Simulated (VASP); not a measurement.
# I (Fd-3m) in VASP: a series of runs

The runs below take I through single point, with PBE.

All numbers are computed with VASP 6.6.1; they aren't measurements. Logs are shortened: lines on timing, memory, paths and dates and some standing lists are left out, and cuts for length are marked.

## (1) The cell of the first run

The structure is cubic, space group Fd-3m (No. 227). The conventional cell has a = 7.748 Å, b = 7.748 Å, c = 7.748 Å, α = 90.00°, β = 90.00°, γ = 90.00°. Within 4.4 Å of I (site symmetry -43m) lie 4 I at 3.36 Å.

## (2) Single point, PBE

The input, INCAR:

```
SYSTEM = I
PREC = Accurate ; ENCUT = 520
EDIFF = 1E-6 ; ISMEAR = -1
SIGMA = 0.06122561905347299 ; LREAL = .False.
LASPH = .True. ; NELM = 80
ALGO = Normal ; ISIF = 2
LWAVE = .False. ; LCHARG = .False.
GGA = PE ; NBANDS = 14
```

The input, KPOINTS:

```
Automatic mesh
0
Gamma
  24 24 24
  0 0 0
```

The input, POSCAR:

```
I
1.0
    0.0000000000      3.8741682211      3.8741682211
    3.8741682211      0.0000000000      3.8741682211
    3.8741682211      3.8741682211      0.0000000000
I
2
Direct
    0.0000000000      0.0000000000      0.0000000000
    0.2500000000      0.2500000000      0.2500000000
```

Potentials or basis: VASP PAW PBE potentials, release 64 (I).

Command:

```sh
$ cat potpaw_PBE.64/I/POTCAR > POTCAR
$ mpirun -np 1 vasp_std > vasp.out
```

OUTCAR:

```text
SYSTEM = I
   PREC = Accurate
   ENCUT = 520
   EDIFF = 1E-6
   ISMEAR = -1
   LREAL = .False.
   LASPH = .True.
   NELM = 80
   ISIF = 2
   GGA = PE

 ion  position               nearest neighbor table
   1  0.000  0.000  0.000-   2 3.36   2 3.36   2 3.36   2 3.36
   2  0.250  0.250  0.250-   1 3.36   1 3.36   1 3.36   1 3.36

  LATTYP: Found a face centered cubic cell.
 ALAT       =     7.7483364422

  Lattice vectors:

 A1 = (   0.0000000000,   3.8741682211,   3.8741682211)
 A2 = (   3.8741682211,   0.0000000000,   3.8741682211)
 A3 = (   3.8741682211,   3.8741682211,   0.0000000000)

Analysis of symmetry for initial positions (statically):
=====================================================================
 Subroutine PRICEL returns:
 Original cell was already a primitive cell.

 Routine SETGRP: Setting up the symmetry group for a
 face centered cubic supercell.

 Subroutine GETGRP returns: Found 48 space group operations
 (whereof 24 operations were pure point group operations)
 out of a pool of 48 trial point group operations.

The static configuration has the point symmetry T_d .
 The point group associated with its full space group is O_h .

Analysis of symmetry for dynamics (positions and initial velocities):
=====================================================================
 Subroutine PRICEL returns:
 Original cell was already a primitive cell.

 Routine SETGRP: Setting up the symmetry group for a
 face centered cubic supercell.

 Subroutine GETGRP returns: Found 48 space group operations
 (whereof 24 operations were pure point group operations)
 out of a pool of 48 trial point group operations.

The dynamic configuration has the point symmetry T_d .
 The point group associated with its full space group is O_h .

 Subroutine INISYM returns: Found 48 space group operations
 (whereof 24 operations are pure point group operations),
 and found     1 'primitive' translations

----------------------------------------------------------------------------------------

                                     Primitive cell

  volume of cell :     116.2962

  direct lattice vectors                    reciprocal lattice vectors
     0.000000000  3.874168221  3.874168221    -0.129059961  0.129059961  0.129059961
     3.874168221  0.000000000  3.874168221     0.129059961 -0.129059961  0.129059961
     3.874168221  3.874168221  0.000000000     0.129059961  0.129059961 -0.129059961

  length of vectors
     5.478901241  5.478901241  5.478901241     0.223538410  0.223538410  0.223538410

  position of ions in fractional coordinates (direct lattice)
     0.000000000  0.000000000  0.000000000
     0.250000000  0.250000000  0.250000000

  ion indices of the primitive-cell ions
   primitive index   ion index
                 1           1
                 2           2

----------------------------------------------------------------------------------------

 KPOINTS: Automatic mesh

Automatic generation of k-mesh.
 Grid dimensions read from file:
 generate k-points for:   24   24   24

 Generating k-lattice:

  Cartesian coordinates                     Fractional coordinates (reciprocal lattice)
    -0.005377498  0.005377498  0.005377498     0.041666667  0.000000000  0.000000000
     0.005377498 -0.005377498  0.005377498     0.000000000  0.041666667  0.000000000
     0.005377498  0.005377498 -0.005377498     0.000000000  0.000000000  0.041666667

  Length of vectors
     0.009314100  0.009314100  0.009314100

  Shift w.r.t. Gamma in fractional coordinates (k-lattice)
     0.000000000  0.000000000  0.000000000

 Subroutine IBZKPT returns following result:
 ===========================================

 Found    413 irreducible k-points:

 Following reciprocal coordinates:
            Coordinates               Weight
  0.000000  0.000000  0.000000      1.000000
  0.041667  0.000000  0.000000      8.000000
  0.083333  0.000000  0.000000      8.000000
  0.125000  0.000000  0.000000      8.000000
  0.166667  0.000000  0.000000      8.000000
  0.208333  0.000000  0.000000      8.000000
[... 16 lines left out ...]
  0.416667  0.041667  0.000000     24.000000
  0.458333  0.041667  0.000000     24.000000
 [... further k-points ...]
   k-points           NKPTS =    413   k-points in BZ     NKDIM =    413   number of bands    NBANDS=     14
   number of dos      NEDOS =    301   number of ions     NIONS =      2
   total plane-waves  NPLWV =  74088
   dimension x,y,z NGX =    42 NGY =   42 NGZ =   42
   dimension x,y,z NGXF=    84 NGYF=   84 NGZF=   84
   ions per type =               2
   NGX,Y,Z   is equivalent  to a cutoff of  12.74, 12.74, 12.74 a.u.
   NGXF,Y,Z  is equivalent  to a cutoff of  25.49, 25.49, 25.49 a.u.
 SYSTEM =  I
   PREC   = accura    normal or accurate (medium, high low for compatibility)
   ISTART =      0    job   : 0-new  1-cont  2-samecut
   ICHARG =      2    charge: 1-file 2-atom 10-const
   ISPIN  =      1    spin polarized calculation?
   LNONCOLLINEAR =      F non collinear calculations
   LSORBIT =      F    spin-orbit coupling
   LASPH  =      T    aspherical Exc in radial PAW
   ENCUT  =  520.0 eV  38.22 Ry    6.18 a.u.  10.19 10.19 10.19*2*pi/ulx,y,z
   NELM   =     80;   NELMIN=  2; NELMDL= -5     # of ELM steps
   EDIFF  = 0.1E-05   stopping-criterion for ELM
   LREAL  =      F    real-space projection
   EDIFFG = 0.1E-04   stopping-criterion for IOM
   NSW    =      0    number of steps for IOM
   IBRION =     -1    ionic relax: 0-MD 1-quasi-New 2-CG
   NFREE  =      0    steps in history (QN), initial steepest desc. (CG)
   ISIF   =      2    stress and relaxation
   ISYM   =      2    0-nonsym 1-usesym 2-fastsym
   POTIM  = 0.5000    time-step for ionic-motion
   TEBEG  =    0.0;   TEEND  =   0.0 temperature during run
   PSTRESS=    0.0 pullay stress
   NELECT =      14.0000    total number of electrons
   NUPDOWN=      -1.0000    fix difference up-down
   EMIN   =  10.00;   EMAX   =-10.00  energy-range for DOS
   EFERMI =   0.00;   METHOD = LEGACY
   ISMEAR =    -1;   SIGMA  =   0.06  broadening in eV -4-tet -1-fermi 0-gaus
   EFERMI_NEDOS =   21; number of points for ismear=-14 and -15
   IALGO  =     38    algorithm
   IMIX   =      4    mixing-type and parameters
     AMIX     =   0.40;   BMIX     =  1.00
     AMIX_MAG =   1.60;   BMIX_MAG =  1.00
  volume/ion in A,a.u.               =      58.15       392.40
  Fermi-wavevector in a.u.,A,eV,Ry     =   0.808343  1.527547  8.890298  0.653418
  Thomas-Fermi vector in A             =   1.917131
   LORBIT       =      0    0 simple, 1 ext, 2 COOP (PROOUT), +10 PAW based schemes
   GGA     = PE    functional components
   LHFCALC =     F    Hartree Fock is set to
   AEXX    =    0.0000 exact exchange contribution
   IVDW    =     0    specifies the selected vdW correction
   LEPSILON=     F    determine dielectric tensor
   LRPA    =     F    only Hartree local field effects (RPA)
 non-spin polarized calculation
  energy-cutoff  :      520.00
  volume of cell :      116.30
 maximum number of plane-waves:      3156
 NGX is ok and might be reduce to    42
   NGX = 21   NGY = 21   NGZ = 21

 number of electron      13.9999999 magnetization

 Free energy of the ion-electron system (eV)
  ---------------------------------------------------
  ext. energy  EPLUGINS =         0.00000000
  ---------------------------------------------------
  free energy    TOTEN  =        -1.96592810 eV

  energy without entropy =       -1.90683173  energy(sigma->0) =       -1.93637992

 E-fermi :   0.6326     XC(G=0):  -6.5505

 val. band max:        0.6322742259   @ k =   0.4167   0.1667   0.0000
 cond. band min:       0.6334066032   @ k =  -0.3750   0.2917   0.0000
 fundamental gap:      0.0011323773
 Fermi energy:         0.6326019898

 k-point     1 :       0.0000    0.0000    0.0000
  band No.  band energies     occupation
      1     -12.4102      2.00000
      2     -10.4077      2.00000
      3      -2.0450      2.00000
      4      -2.0450      2.00000
      5      -2.0450      2.00000
      6      -0.2623      2.00000
      7      -0.2623      2.00000
      8      -0.2623      2.00000
      9       5.0245      0.00000
     10       7.4908      0.00000
     11       7.4908      0.00000
     12       8.8525      0.00000
     13       8.8525      0.00000
     14       8.8525      0.00000

 k-point     2 :       0.0417    0.0000    0.0000
  band No.  band energies     occupation
      1     -12.4049      2.00000
      2     -10.4161      2.00000
      3      -2.0529      2.00000
      4      -2.0529      2.00000
      5      -2.0498      2.00000
      6      -0.2539      2.00000
      7      -0.2509      2.00000
      8      -0.2509      2.00000
      9       5.0559      0.00000
     10       7.4614      0.00000
     11       7.4614      0.00000
     12       8.8271      0.00000
     13       8.9147      0.00000
     14       8.9147      0.00000

 k-point     3 :       0.0833    0.0000    0.0000
  band No.  band energies     occupation
      1     -12.3893      2.00000
      2     -10.4406      2.00000
      3      -2.0754      2.00000
      4      -2.0754      2.00000
      5      -2.0644      2.00000
      6      -0.2281      2.00000
      7      -0.2181      2.00000
      8      -0.2181      2.00000
      9       5.1477      0.00000
     10       7.3894      0.00000
     11       7.3894      0.00000
     12       8.7602      0.00000
     13       9.0838      0.00000
     14       9.0838      0.00000

 k-point     4 :       0.1250    0.0000    0.0000
  band No.  band energies     occupation
      1     -12.3637      2.00000
      2     -10.4804      2.00000
      3      -2.1097      2.00000
      4      -2.1097      2.00000
      5      -2.0886      2.00000
      6      -0.1836      2.00000
      7      -0.1675      2.00000
      8      -0.1675      2.00000
      9       5.2926      0.00000
     10       7.3053      0.00000
     11       7.3053      0.00000
     12       8.6736      0.00000
     13       9.3253      0.00000
     14       9.3253      0.00000

 k-point     5 :       0.1667    0.0000    0.0000
  band No.  band energies     occupation
      1     -12.3288      2.00000
      2     -10.5337      2.00000
      3      -2.1519      2.00000
      4      -2.1519      2.00000
      5      -2.1219      2.00000
      6      -0.1195      1.99999
      7      -0.1043      1.99999
      8      -0.1043      1.99999
      9       5.4786      0.00000
     10       7.2323      0.00000
     11       7.2323      0.00000
[... 276 lines left out ...]
 k-point    22 :       0.3750    0.0417    0.0000
  band No.  band energies     occupation
      1     -12.0831      2.00000
      2     -10.8792      2.00000
      3      -2.4375      2.00000
      4      -2.3732      2.00000
      5      -2.2079      2.00000
      6       0.1214      1.99953
      7       0.2434      1.99654
      8       0.3944      1.95994
      9       6.4035      0.00000
     10       7.1080      0.00000
     11       7.4232      0.00000
     12       7.8219      0.00000
     13       9.2287      0.00000
     14       9.4531      0.00000

 k-point    23 :       0.4167    0.0417    0.0000
  band No.  band energies     occupation
      1     -12.0335      2.00000
      2     -10.9434      2.00000
      3      -2.4741      2.00000
      4      -2.3945      2.00000
      5      -2.2336      2.00000
      6       0.1772      1.99882
      7       0.2790      1.99381
      8       0.4753      1.85775
      9       6.5391      0.00000
     10       7.1634      0.00000
     11       7.4994      0.00000
     12       7.5760      0.00000
     13       8.9799      0.00000
     14       9.2545      0.00000

 k-point    24 :       0.4583    0.0417    0.0000
  band No.  band energies     occupation
      1     -11.9961      2.00000
      2     -10.9907      2.00000
      3      -2.4998      2.00000
      4      -2.4066      2.00000
      5      -2.2521      2.00000
      6       0.2180      1.99771
      7       0.2995      1.99136
      8       0.5335      1.66910
      9       6.6674      0.00000
     10       7.1132      0.00000
     11       7.4939      0.00000
     12       7.5562      0.00000
     13       8.8077      0.00000
     14       9.0184      0.00000

 [... further k-points ...]
[... 5 lines left out ...]
  --------------------------------------------------------------------------------------
  -------------------------------------------------------------------------------------
  Total        0.3447867      0.3447867      0.3447867      0.0000000      0.0000000      0.0000000
  in kB        4.7500226      4.7500226      4.7500226      0.0000000      0.0000000      0.0000000
  external PRESSURE =       4.7500226 kB  Pullay stress =       0.0000000 kB

 VOLUME and BASIS-vectors are now :
 -----------------------------------------------------------------------------
  energy-cutoff  :      520.00
  volume of cell :      116.30
      direct lattice vectors                 reciprocal lattice vectors
     0.000000000  3.874168221  3.874168221    -0.129059961  0.129059961  0.129059961
     3.874168221  0.000000000  3.874168221     0.129059961 -0.129059961  0.129059961
     3.874168221  3.874168221  0.000000000     0.129059961  0.129059961 -0.129059961

 POSITION                                       TOTAL-FORCE (eV/Angst)
 -----------------------------------------------------------------------------------
      0.00000      0.00000      0.00000        -0.000000     -0.000000     -0.000000
      1.93708      1.93708      1.93708         0.000000      0.000000      0.000000
 -----------------------------------------------------------------------------------
    total drift:                               -0.000000     -0.000000     -0.000000

  FREE ENERGIE OF THE ION-ELECTRON SYSTEM (eV)
  ---------------------------------------------------
  free  energy   TOTEN  =        -1.9659281020 eV

  energy  without entropy=       -1.9068317337  energy(sigma->0) =       -1.93637992
```

Run time: 7.3 min. Hardware: 1 thread of Intel Xeon Platinum 8259CL at 2.50GHz (Skylake/Cascade Lake), shared host; peak memory 0.67 GiB.

What came out:

```yaml
Free_energy: -1.9659 eV
Pressure: 0.5 GPa
Band_gap_on_the_k_mesh: zero (band 7 reaches 1.01 eV, above the bottom of band 8 at -0.26 eV)
```

Levels at points of the mesh, in eV from the Fermi level:
```
           k point  band 5  band 6  band 7  band 8  band 9  band 10
(0.00, 0.00, 0.00)   -2.68   -0.89   -0.89   -0.89    4.39     6.86
(0.50, 0.00, 0.00)   -3.02   -0.34   -0.34   -0.10    6.19     6.36
(0.50, 0.50, 0.00)   -1.76   -1.76    0.38    0.38    5.66     5.66
```

Caveat: spin-orbit coupling is left out, which moves the levels of the heavy elements.

## (3) Single point, PBE

This run uses another cell than the first one, of 60.57 Å³/atom, 1.042 times its volume.

The input, INCAR:

```
SYSTEM = I
ALGO = Normal ; EDIFF = 1E-6
ENCUT = 520 ; GGA = PE
ISIF = 2 ; ISMEAR = -1
LASPH = .TRUE. ; LCHARG = .FALSE.
LREAL = .FALSE. ; LWAVE = .FALSE.
NBANDS = 14 ; NELM = 60
PREC = Accurate ; SIGMA = 0.06122561905347299
```

The input, KPOINTS:

```
k-points
0
G
  12 12 12
  0 0 0
```

The input, POSCAR:

```
I
1.0
    0.0000000000      3.9272456142      3.9272456142
    3.9272456142      0.0000000000      3.9272456142
    3.9272456142      3.9272456142      0.0000000000
I
2
Direct
    0.0000000000      0.0000000000      0.0000000000
    0.2500000000      0.2500000000      0.2500000000
```

Potentials or basis: VASP PAW PBE potentials, release 64 (I).

Command:

```sh
$ cat potpaw_PBE.64/I/POTCAR > POTCAR
$ mpirun -np 1 vasp_std > vasp.out
```

Run time: 2 min. Hardware: 1 thread of Oxide Virtual Turin-like, shared host; peak memory 0.26 GiB.

Results (log left out):

| Property | Result |
| --- | --- |
| Free energy | -1.9727 eV |
| Pressure | 0.0 GPa |
| Band gap on the k mesh | zero (band 7 reaches 0.63 eV, above the bottom of band 8 at -0.54 eV) |

Levels at points of the mesh, in eV from the Fermi level:
| k point | band 3 | band 4 | band 5 | band 6 | band 7 | band 8 | band 9 | band 10 | band 11 | band 12 |
| --- | --- | --- | --- | --- | --- | --- | --- | --- | --- | --- |
| (0.00, 0.00, 0.00) | -2.52 | -2.52 | -2.52 | -0.82 | -0.82 | -0.82 | 4.45 | 6.95 | 6.95 | 8.26 |
| (0.50, 0.00, 0.00) | -2.86 | -2.86 | -2.85 | -0.31 | -0.31 | -0.12 | 6.25 | 6.40 | 6.98 | 6.98 |
| (0.50, 0.50, 0.00) | -3.21 | -3.21 | -1.66 | -1.66 | 0.34 | 0.34 | 5.75 | 5.75 | 8.20 | 8.20 |

Caveat: spin-orbit coupling is left out, which moves the levels of the heavy elements.

## (4) Single point, PBE

This run uses another cell than the first one, of 60.57 Å³/atom, 1.042 times its volume.

The input, INCAR:

```
PREC     = Accurate       # precision mode
ENCUT    = 520            # plane-wave cutoff, eV
EDIFF    = 1E-6           # SCF threshold, eV
ISMEAR   = -1             # smearing method
SIGMA    = 0.06122561905347299 # smearing width, eV
LREAL    = F              # projectors in reciprocal space
LASPH    = T              # aspherical terms in the spheres
NELM     = 80             # most SCF steps
ALGO     = Normal         # electronic algorithm
ISIF     = 2              # what is computed and relaxed
LWAVE    = F              # write WAVECAR
LCHARG   = T              # write CHGCAR
GGA      = PE             # functional
LELF     = T              # ELF
LVHAR    = T            
NBANDS   = 14             # bands
```

The input, KPOINTS:

```
Automatic mesh
0
Gamma
  12 12 12
```

POSCAR is that of step 3.

Command:

```sh
$ cat potpaw_PBE.64/I/POTCAR > POTCAR
$ mpirun -np 1 vasp_std > vasp.out
```

Wall time 2 min (1 thread of Oxide Virtual Turin-like, shared host); peak memory 0.26 GiB.

The run converged. Its results:

```
Free energy            : -1.9727 eV
Pressure               : 0.0 GPa
Band gap on the k mesh : zero (band 7 reaches 0.63 eV, above the bottom of band 8 at -0.54 eV)
```

Levels at points of the mesh, in eV from the Fermi level:
| k point | band 3 | band 4 | band 5 | band 6 | band 7 | band 8 | band 9 | band 10 | band 11 | band 12 |
| --- | --- | --- | --- | --- | --- | --- | --- | --- | --- | --- |
| (0.00, 0.00, 0.00) | -2.52 | -2.52 | -2.52 | -0.82 | -0.82 | -0.82 | 4.45 | 6.95 | 6.95 | 8.26 |
| (0.50, 0.00, 0.00) | -2.86 | -2.86 | -2.85 | -0.31 | -0.31 | -0.12 | 6.25 | 6.40 | 6.98 | 6.98 |
| (0.50, 0.50, 0.00) | -3.21 | -3.21 | -1.66 | -1.66 | 0.34 | 0.34 | 5.75 | 5.75 | 8.20 | 8.20 |

Caveat: spin-orbit coupling is left out, which moves the levels of the heavy elements.
